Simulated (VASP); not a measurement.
# Ru (Fd-3m) in VASP: single point with PBEsol

Aim: the single point of Ru with PBEsol.

Everything below comes from runs of VASP 6.6.1. Logs are shortened: lines on timing, memory, paths and dates and some standing lists are left out, and cuts for length are marked.

### Step 1. The cell of the first run

Symmetry: Fd-3m, No. 227, cubic system. Conventional cell: a = 5.394 Å, b = 5.394 Å, c = 5.394 Å, α = 90.00°, β = 90.00°, γ = 90.00°. Within 3.1 Å of Ru (site symmetry -43m) lie 4 Ru at 2.34 Å.

### Step 2. Single point, PBEsol

The input, INCAR:

```
ALGO     = Normal         # electronic algorithm
EDIFF    = 1E-7           # SCF threshold, eV
ENCUT    = 520            # plane-wave cutoff, eV
GGA      = PS             # functional
ISIF     = 2              # what is computed and relaxed
ISMEAR   = -1             # smearing method
LASPH    = T              # aspherical terms in the spheres
LCHARG   = F              # write CHGCAR
LREAL    = F              # projectors in reciprocal space
LWAVE    = F              # write WAVECAR
NBANDS   = 21             # bands
NELM     = 80             # most SCF steps
PREC     = Accurate       # precision mode
SIGMA    = 0.13605693000000002 # smearing width, eV
```

The input, KPOINTS:

```
k-points
0
Gamma
  9 9 9
```

The input, POSCAR:

```
Ru
1.0
    0.0000000000      2.6967954666      2.6967954666
    2.6967954666      0.0000000000      2.6967954666
    2.6967954666      2.6967954666      0.0000000000
Ru
2
Direct
    0.0000000000      0.0000000000      0.0000000000
    0.2500000000      0.2500000000      0.2500000000
```

Potentials or basis: VASP PAW PBE potentials, release 64 (Ru_pv).

Run with:

```
$ cat potpaw_PBE.64/Ru_pv/POTCAR > POTCAR
$ mpirun -np 1 vasp_std > vasp.out
```

OUTCAR:

```text
EDIFF = 1E-7
   ENCUT = 520
   GGA = PS
   ISIF = 2
   ISMEAR = -1
   LASPH = T
   LREAL = F
   NELM = 80
   PREC = Accurate

 ion  position               nearest neighbor table
   1  0.000  0.000  0.000-   2 2.34   2 2.34   2 2.34   2 2.34
   2  0.250  0.250  0.250-   1 2.34   1 2.34   1 2.34   1 2.34

  LATTYP: Found a face centered cubic cell.
 ALAT       =     5.3935909332

  Lattice vectors:

 A1 = (   0.0000000000,   2.6967954666,   2.6967954666)
 A2 = (   2.6967954666,   0.0000000000,   2.6967954666)
 A3 = (   2.6967954666,   2.6967954666,   0.0000000000)

Analysis of symmetry for initial positions (statically):
=====================================================================
 Subroutine PRICEL returns:
 Original cell was already a primitive cell.

 Routine SETGRP: Setting up the symmetry group for a
 face centered cubic supercell.

 Subroutine GETGRP returns: Found 48 space group operations
 (whereof 24 operations were pure point group operations)
 out of a pool of 48 trial point group operations.

The static configuration has the point symmetry T_d .
 The point group associated with its full space group is O_h .

Analysis of symmetry for dynamics (positions and initial velocities):
=====================================================================
 Subroutine PRICEL returns:
 Original cell was already a primitive cell.

 Routine SETGRP: Setting up the symmetry group for a
 face centered cubic supercell.

 Subroutine GETGRP returns: Found 48 space group operations
 (whereof 24 operations were pure point group operations)
 out of a pool of 48 trial point group operations.

The dynamic configuration has the point symmetry T_d .
 The point group associated with its full space group is O_h .

 Subroutine INISYM returns: Found 48 space group operations
 (whereof 24 operations are pure point group operations),
 and found     1 'primitive' translations

----------------------------------------------------------------------------------------

                                     Primitive cell

  volume of cell :      39.2260

  direct lattice vectors                    reciprocal lattice vectors
     0.000000000  2.696795467  2.696795467    -0.185405236  0.185405236  0.185405236
     2.696795467  0.000000000  2.696795467     0.185405236 -0.185405236  0.185405236
     2.696795467  2.696795467  0.000000000     0.185405236  0.185405236 -0.185405236

  length of vectors
     3.813844724  3.813844724  3.813844724     0.321131289  0.321131289  0.321131289

  position of ions in fractional coordinates (direct lattice)
     0.000000000  0.000000000  0.000000000
     0.250000000  0.250000000  0.250000000

  ion indices of the primitive-cell ions
   primitive index   ion index
                 1           1
                 2           2

----------------------------------------------------------------------------------------

 KPOINTS: k-points

Automatic generation of k-mesh.
 Grid dimensions read from file:
 generate k-points for:    9    9    9

 Generating k-lattice:

  Cartesian coordinates                     Fractional coordinates (reciprocal lattice)
    -0.020600582  0.020600582  0.020600582     0.111111111  0.000000000  0.000000000
     0.020600582 -0.020600582  0.020600582     0.000000000  0.111111111  0.000000000
     0.020600582  0.020600582 -0.020600582     0.000000000  0.000000000  0.111111111

  Length of vectors
     0.035681254  0.035681254  0.035681254

  Shift w.r.t. Gamma in fractional coordinates (k-lattice)
     0.000000000  0.000000000  0.000000000

 Subroutine IBZKPT returns following result:
 ===========================================

 Found     35 irreducible k-points:

 Following reciprocal coordinates:
            Coordinates               Weight
  0.000000  0.000000  0.000000      1.000000
  0.111111  0.000000  0.000000      8.000000
  0.222222  0.000000  0.000000      8.000000
  0.333333  0.000000  0.000000      8.000000
  0.444444  0.000000  0.000000      8.000000
  0.111111  0.111111  0.000000      6.000000
[... 16 lines left out ...]
 -0.333333  0.333333  0.000000     12.000000
  0.444444  0.444444  0.000000      6.000000
 [... further k-points ...]
   k-points           NKPTS =     35   k-points in BZ     NKDIM =     35   number of bands    NBANDS=     21
   number of dos      NEDOS =    301   number of ions     NIONS =      2
   total plane-waves  NPLWV =  21952
   dimension x,y,z NGX =    28 NGY =   28 NGZ =   28
   dimension x,y,z NGXF=    56 NGYF=   56 NGZF=   56
   ions per type =               2
   NGX,Y,Z   is equivalent  to a cutoff of  12.21, 12.21, 12.21 a.u.
   NGXF,Y,Z  is equivalent  to a cutoff of  24.41, 24.41, 24.41 a.u.
 SYSTEM =  unknown system
   PREC   = accura    normal or accurate (medium, high low for compatibility)
   ISTART =      0    job   : 0-new  1-cont  2-samecut
   ICHARG =      2    charge: 1-file 2-atom 10-const
   ISPIN  =      1    spin polarized calculation?
   LNONCOLLINEAR =      F non collinear calculations
   LSORBIT =      F    spin-orbit coupling
   LASPH  =      T    aspherical Exc in radial PAW
   ENCUT  =  520.0 eV  38.22 Ry    6.18 a.u.   7.09  7.09  7.09*2*pi/ulx,y,z
   NELM   =     80;   NELMIN=  2; NELMDL= -5     # of ELM steps
   EDIFF  = 0.1E-06   stopping-criterion for ELM
   LREAL  =      F    real-space projection
   EDIFFG = 0.1E-05   stopping-criterion for IOM
   NSW    =      0    number of steps for IOM
   IBRION =     -1    ionic relax: 0-MD 1-quasi-New 2-CG
   NFREE  =      0    steps in history (QN), initial steepest desc. (CG)
   ISIF   =      2    stress and relaxation
   ISYM   =      2    0-nonsym 1-usesym 2-fastsym
   POTIM  = 0.5000    time-step for ionic-motion
   TEBEG  =    0.0;   TEEND  =   0.0 temperature during run
   PSTRESS=    0.0 pullay stress
   NELECT =      28.0000    total number of electrons
   NUPDOWN=      -1.0000    fix difference up-down
   EMIN   =  10.00;   EMAX   =-10.00  energy-range for DOS
   EFERMI =   0.00;   METHOD = LEGACY
   ISMEAR =    -1;   SIGMA  =   0.14  broadening in eV -4-tet -1-fermi 0-gaus
   EFERMI_NEDOS =   21; number of points for ismear=-14 and -15
   IALGO  =     38    algorithm
   IMIX   =      4    mixing-type and parameters
     AMIX     =   0.40;   BMIX     =  1.00
     AMIX_MAG =   1.60;   BMIX_MAG =  1.00
  volume/ion in A,a.u.               =      19.61       132.36
  Fermi-wavevector in a.u.,A,eV,Ry     =   1.463085  2.764829 29.124864  2.140617
  Thomas-Fermi vector in A             =   2.579222
   LORBIT       =      0    0 simple, 1 ext, 2 COOP (PROOUT), +10 PAW based schemes
   GGA     = PS    functional components
   LHFCALC =     F    Hartree Fock is set to
   AEXX    =    0.0000 exact exchange contribution
   IVDW    =     0    specifies the selected vdW correction
   LEPSILON=     F    determine dielectric tensor
   LRPA    =     F    only Hartree local field effects (RPA)
 non-spin polarized calculation
  energy-cutoff  :      520.00
  volume of cell :       39.23
 maximum number of plane-waves:      1069
   NGX = 15   NGY = 15   NGZ = 15

 number of electron      27.9999987 magnetization

 Free energy of the ion-electron system (eV)
  ---------------------------------------------------
  ext. energy  EPLUGINS =         0.00000000
  ---------------------------------------------------
  free energy    TOTEN  =       -17.64389983 eV

  energy without entropy =      -17.53330312  energy(sigma->0) =      -17.58860147

 E-fermi :   7.2995     XC(G=0): -11.7077

 val. band max:        7.2090142967   @ k =  -0.4444   0.1111   0.0000
 cond. band min:       7.3051735175   @ k =   0.4444   0.1111   0.0000
 fundamental gap:      0.0961592209
 Fermi energy:         7.2994892902

 k-point     1 :       0.0000    0.0000    0.0000
  band No.  band energies     occupation
      1     -35.8929      2.00000
      2     -35.8929      2.00000
      3     -35.8929      2.00000
      4     -34.9308      2.00000
      5     -34.9308      2.00000
      6     -34.9308      2.00000
[... 13 lines left out ...]
     20      19.8967      0.00000
     21      20.4279      0.00000

 k-point     2 :       0.1111    0.0000    0.0000
  band No.  band energies     occupation
      1     -35.9066      2.00000
      2     -35.9066      2.00000
      3     -35.8908      2.00000
      4     -34.9341      2.00000
      5     -34.9164      2.00000
      6     -34.9164      2.00000
[... 13 lines left out ...]
     20      18.3237      0.00000
     21      19.7056      0.00000

 k-point     3 :       0.2222    0.0000    0.0000
  band No.  band energies     occupation
      1     -35.9395      2.00000
      2     -35.9395      2.00000
      3     -35.8859      2.00000
      4     -34.9416      2.00000
      5     -34.8813      2.00000
      6     -34.8813      2.00000
[... 13 lines left out ...]
     20      18.0380      0.00000
     21      18.4827      0.00000

 k-point     4 :       0.3333    0.0000    0.0000
  band No.  band energies     occupation
      1     -35.9745      2.00000
      2     -35.9745      2.00000
      3     -35.8811      2.00000
      4     -34.9491      2.00000
      5     -34.8440      2.00000
      6     -34.8440      2.00000
[... 13 lines left out ...]
     20      18.0388      0.00000
     21      18.0575      0.00000

 k-point     5 :       0.4444    0.0000    0.0000
  band No.  band energies     occupation
      1     -35.9962      2.00000
      2     -35.9962      2.00000
      3     -35.8784      2.00000
      4     -34.9536      2.00000
      5     -34.8209      2.00000
      6     -34.8209      2.00000
[... 13 lines left out ...]
     20      18.0463      0.00000
     21      18.0463      0.00000
[... 382 lines left out ...]
     20      13.7536      0.00000
     21      18.0334      0.00000

 k-point    22 :      -0.4444    0.3333    0.0000
  band No.  band energies     occupation
      1     -36.1194      2.00000
      2     -36.0767      2.00000
      3     -35.5502      2.00000
      4     -35.2853      2.00000
      5     -34.7351      2.00000
      6     -34.6974      2.00000
[... 13 lines left out ...]
     20      13.9827      0.00000
     21      18.0347      0.00000

 k-point    23 :      -0.3333    0.3333    0.0000
  band No.  band energies     occupation
      1     -36.1259      2.00000
      2     -36.0526      2.00000
      3     -35.6051      2.00000
      4     -35.2261      2.00000
      5     -34.7608      2.00000
      6     -34.6939      2.00000
[... 13 lines left out ...]
     20      15.1066      0.00000
     21      18.0354      0.00000

 k-point    24 :       0.4444    0.4444    0.0000
  band No.  band energies     occupation
      1     -36.1007      2.00000
      2     -36.1007      2.00000
      3     -35.5047      2.00000
      4     -35.3390      2.00000
      5     -34.7096      2.00000
      6     -34.7096      2.00000
[... 13 lines left out ...]
     20      12.8038      0.00000
     21      18.0315      0.00000

 [... further k-points ...]
[... 5 lines left out ...]
  --------------------------------------------------------------------------------------
  -------------------------------------------------------------------------------------
  Total        0.0502270      0.0502270      0.0502270      0.0000000      0.0000000      0.0000000
  in kB        2.0515102      2.0515102      2.0515102      0.0000000      0.0000000      0.0000000
  external PRESSURE =       2.0515102 kB  Pullay stress =       0.0000000 kB

 VOLUME and BASIS-vectors are now :
 -----------------------------------------------------------------------------
  energy-cutoff  :      520.00
  volume of cell :       39.23
      direct lattice vectors                 reciprocal lattice vectors
     0.000000000  2.696795467  2.696795467    -0.185405236  0.185405236  0.185405236
     2.696795467  0.000000000  2.696795467     0.185405236 -0.185405236  0.185405236
     2.696795467  2.696795467  0.000000000     0.185405236  0.185405236 -0.185405236

 POSITION                                       TOTAL-FORCE (eV/Angst)
 -----------------------------------------------------------------------------------
      0.00000      0.00000      0.00000         0.000000     -0.000000      0.000000
      1.34840      1.34840      1.34840        -0.000000      0.000000     -0.000000
 -----------------------------------------------------------------------------------
    total drift:                                0.000000      0.000000      0.000000

  FREE ENERGIE OF THE ION-ELECTRON SYSTEM (eV)
  ---------------------------------------------------
  free  energy   TOTEN  =       -17.6438998274 eV

  energy  without entropy=      -17.5333031189  energy(sigma->0) =      -17.58860147
```

Wall time 18 s (1 thread of Intel Xeon Platinum 8259CL at 2.50GHz (Skylake/Cascade Lake), shared host); peak memory 0.16 GiB.

Results:

```yaml
Free_energy: -17.6439 eV
Pressure: 0.2 GPa
Band_gap_on_the_k_mesh: zero (band 14 reaches 7.51 eV, above the bottom of band 15 at 6.77 eV)
```

Caveat: the PAW data sets were made with another functional, which shifts forces and pressure a little.
